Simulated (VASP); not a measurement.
# HfGa2As2 (P6mm) in VASP: notebook, part 2 of 2

VASP 6.6.1.

**4. Single point, PBE**

This run uses another cell than the first one, of 20.21 Å³/atom.

INCAR

```
SYSTEM = HfGa2As2
ALGO     = Fast           ! electronic algorithm
EDIFF    = 1E-6           ! SCF threshold, eV
ENCUT    = 520            ! plane-wave cutoff, eV
GGA      = PE             ! functional
ISIF     = 2              ! what is computed and relaxed
ISMEAR   = 0              ! smearing method
LASPH    = .TRUE.         ! aspherical terms in the spheres
LCHARG   = .FALSE.        ! write CHGCAR
LREAL    = .FALSE.        ! projectors in reciprocal space
LWAVE    = .FALSE.        ! write WAVECAR
NBANDS   = 31             ! bands
NELM     = 100            ! most SCF steps
PREC     = Accurate       ! precision mode
SIGMA    = 0.1            ! smearing width, eV
```

KPOINTS

```
k-points
0
G
  12 12 8
  0 0 0
```

POSCAR

```
HfGa2As2
1.0
    4.6321923586      0.0000000000      0.0000000000
   -2.3160961793      4.0115962578      0.0000000000
    0.0000000000      0.0000000000      5.4379083215
Hf Ga As
1 2 2
Direct
    0.0000000000      0.0000000000      0.0924749446
    0.3333333333      0.6666666667      0.7903403420
    0.6666666667      0.3333333333      0.7903403420
    0.3333333333      0.6666666667      0.3042383657
    0.6666666667      0.3333333333      0.3042383657
```

Potentials or basis: VASP PAW PBE potentials, release 64 (Hf_pv, Ga_d, As).

The run is started by

```sh
$ cat potpaw_PBE.64/Hf_pv/POTCAR potpaw_PBE.64/Ga_d/POTCAR potpaw_PBE.64/As/POTCAR > POTCAR
$ mpirun -np 1 vasp_std > vasp.out
```

OUTCAR:

```text
SYSTEM = HfGa2As2
   EDIFF = 1E-6
   ENCUT = 520
   GGA = PE
   ISIF = 2
   ISMEAR = 0
   LASPH = .TRUE.
   LREAL = .FALSE.
   NELM = 100
   PREC = Accurate

 ion  position               nearest neighbor table
   1  0.000  0.000  0.092-   4 2.91   5 2.91   5 2.91   4 2.91   5 2.91   4 2.91   2 3.14   3 3.14
                             2 3.14   3 3.14   3 3.14   2 3.14
   2  0.333  0.667  0.790-   4 2.64   3 2.67   3 2.67   3 2.67   4 2.79   1 3.14   1 3.14   1 3.14

   3  0.667  0.333  0.790-   5 2.64   2 2.67   2 2.67   2 2.67   5 2.79   1 3.14   1 3.14   1 3.14

   4  0.333  0.667  0.304-   2 2.64   5 2.67   5 2.67   5 2.67   2 2.79   1 2.91   1 2.91   1 2.91

   5  0.667  0.333  0.304-   3 2.64   4 2.67   4 2.67   4 2.67   3 2.79   1 2.91   1 2.91   1 2.91

  LATTYP: Found a hexagonal cell.
 ALAT       =     4.6321923586
 C/A-ratio  =     1.1739383645

  Lattice vectors:

 A1 = (   4.6321923586,   0.0000000000,   0.0000000000)
 A2 = (  -2.3160961793,   4.0115962578,   0.0000000000)
 A3 = (   0.0000000000,   0.0000000000,   5.4379083215)

Analysis of symmetry for initial positions (statically):
[... 183 lines left out ...]
 val. band max:        5.5040236319   @ k =   0.4167   0.0000   0.1250
 cond. band min:       5.5082367514   @ k =   0.5000   0.0000   0.0000
 fundamental gap:      0.0042131195
 Fermi energy:         5.5061628595

 k-point     1 :       0.0000    0.0000    0.0000
  band No.  band energies     occupation
      1     -26.1188      2.00000
      2     -25.9031      2.00000
      3     -25.9031      2.00000
      4      -9.5636      2.00000
      5      -9.4016      2.00000
      6      -9.4016      2.00000
[... 805 lines left out ...]
     30      10.0548      0.00000
     31      10.9247      0.00000

 [... further k-points ...]

------------------------ aborting loop because EDIFF is reached ----------------------------------------

  FORCE on cell =-STRESS in cart. coord.  units (eV):
  Direction    XX          YY          ZZ          XY          YZ          ZX
  --------------------------------------------------------------------------------------
  -------------------------------------------------------------------------------------
  Total       -0.0224202     -0.0224202      0.0445150     -0.0000000     -0.0000000      0.0000000
  in kB       -0.3554788     -0.3554788      0.7057997     -0.0000000     -0.0000000      0.0000000
  external PRESSURE =      -0.0017193 kB  Pullay stress =       0.0000000 kB

 VOLUME and BASIS-vectors are now :
 -----------------------------------------------------------------------------
  energy-cutoff  :      520.00
  volume of cell :      101.05
      direct lattice vectors                 reciprocal lattice vectors
     4.632192359  0.000000000  0.000000000     0.215880499  0.124638664  0.000000000
    -2.316096179  4.011596258  0.000000000     0.000000000  0.249277329  0.000000000
     0.000000000  0.000000000  5.437908322     0.000000000  0.000000000  0.183894237

 POSITION                                       TOTAL-FORCE (eV/Angst)
 -----------------------------------------------------------------------------------
      0.00000      0.00000      0.50287         0.000000      0.000000     -0.002308
     -0.00000      2.67440      4.29780         0.000000     -0.000000      0.006736
      2.31610      1.33720      4.29780        -0.000000      0.000000      0.006736
     -0.00000      2.67440      1.65442         0.000000      0.000000     -0.005582
      2.31610      1.33720      1.65442         0.000000      0.000000     -0.005582
 -----------------------------------------------------------------------------------
    total drift:                               -0.000000     -0.000000     -0.001284

  FREE ENERGIE OF THE ION-ELECTRON SYSTEM (eV)
  ---------------------------------------------------
  free  energy   TOTEN  =       -25.5529099350 eV

  energy  without entropy=      -25.5400436024  energy(sigma->0) =      -25.54647677
```

OSZICAR:

```text
N       E                     dE             d eps       ncg     rms          rms(c)
DAV:   1     0.339994487316E+03    0.33999E+03   -0.21286E+04  6201   0.204E+03
DAV:   2     0.165865009036E+02   -0.32341E+03   -0.30975E+03  6334   0.519E+02
DAV:   3    -0.248782800335E+02   -0.41465E+02   -0.39945E+02  6951   0.134E+02
DAV:   4    -0.266659600157E+02   -0.17877E+01   -0.17640E+01  7772   0.283E+01
DAV:   5    -0.267112780266E+02   -0.45318E-01   -0.45270E-01  6903   0.412E+00    0.315E+01
RMM:   6    -0.255761896422E+02    0.11351E+01   -0.21940E+00  8639   0.575E+00    0.201E+01
RMM:   7    -0.255823506219E+02   -0.61610E-02   -0.12919E+00  9167   0.516E+00    0.546E+00
RMM:   8    -0.255539250349E+02    0.28426E-01   -0.10733E-01  8316   0.180E+00    0.820E-01
RMM:   9    -0.255544613476E+02   -0.53631E-03   -0.42776E-02  9249   0.861E-01    0.464E-01
RMM:  10    -0.255528635259E+02    0.15978E-02   -0.57161E-03  9326   0.375E-01    0.275E-01
RMM:  11    -0.255531127821E+02   -0.24926E-03   -0.27738E-03  8600   0.243E-01    0.331E-01
RMM:  12    -0.255528680115E+02    0.24477E-03   -0.88698E-04  9526   0.123E-01    0.563E-02
RMM:  13    -0.255528977428E+02   -0.29731E-04   -0.30109E-04  9368   0.579E-02    0.617E-02
RMM:  14    -0.255529055148E+02   -0.77720E-05   -0.79691E-05  8182   0.314E-02    0.260E-02
RMM:  15    -0.255529086019E+02   -0.30871E-05   -0.33781E-05  7307   0.168E-02    0.397E-03
RMM:  16    -0.255529094457E+02   -0.84374E-06   -0.12751E-05  6298   0.102E-02    0.502E-03
RMM:  17    -0.255529099350E+02   -0.48929E-06   -0.56153E-06  5693   0.682E-03
   1 F= -.25552910E+02 E0= -.25546477E+02  d E =-.128663E-01
```

It took 7.3 min on 1 thread of Oxide Virtual Turin-like, shared host; peak memory 0.4 GiB.

What came out:

```
Free energy            : -25.5529 eV
Pressure               : 0.0 GPa
Largest force          : 0.007 eV/Å
Band gap on the k mesh : zero (bands 23 and 24 overlap by 1.16 eV)
```

Forces on the atoms (eV/Å):
```
Hf   0.000  0.000 -0.002
Ga   0.000  0.000  0.007
Ga   0.000  0.000  0.007
As   0.000  0.000 -0.006
As   0.000  0.000 -0.006
```

Stress tensor (GPa, compression positive):
```
-0.04  0.00  0.00
 0.00 -0.04  0.00
 0.00  0.00  0.07
```

Caveat: spin-orbit coupling is left out, which moves the levels of the heavy elements.

**5. Overview**

| task | cell | k mesh | cutoff (eV) | gap on the mesh (eV) | pressure (GPa) | relaxed volume (Å³/atom) | largest force (eV/Å) |
| --- | --- | --- | --- | --- | --- | --- | --- |
| relaxation of cell and atoms | relaxed from a = 4.212, b = 4.212, c = 7.911 Å, angles 90.0, 90.0, 120.0°, 5 atoms, atomic positions A | 6 × 6 × 2 | 600 | none | -0.1 | 31.82 | 0.03 |
| relaxation of cell and atoms | relaxed from a = 4.657, b = 4.657, c = 5.410 Å, angles 90.0, 90.0, 120.0°, 5 atoms, atomic positions B | 6 × 6 × 4 | 600 | none | -0.2 | 20.23 | 0.03 |
| single point | a = 4.632, b = 4.632, c = 5.438 Å, angles 90.0, 90.0, 120.0°, 5 atoms, atomic positions C | 12 × 12 × 8 | 520 | none | 0.0 | - | 0.01 |

Alike in all rows: level PBE; potentials or basis VASP PAW PBE potentials, release 64 (Hf_pv, Ga_d, As); no spin polarisation; smearing gaussian 0.1 eV.

Caveats: some runs use coarse meshes; spin-orbit coupling is left out, which moves the levels of the heavy elements; the volume moved by over 15 % at a fixed basis, so the end points are rough (at least some runs); the relaxation moved the vacuum too, so the length across it says nothing of the material (at least some runs).

Total energies depend on the potentials used, so only differences within one code and one set of settings carry meaning.

The gap in the log of VASP goes by the Fermi energy; the results here count the filled bands.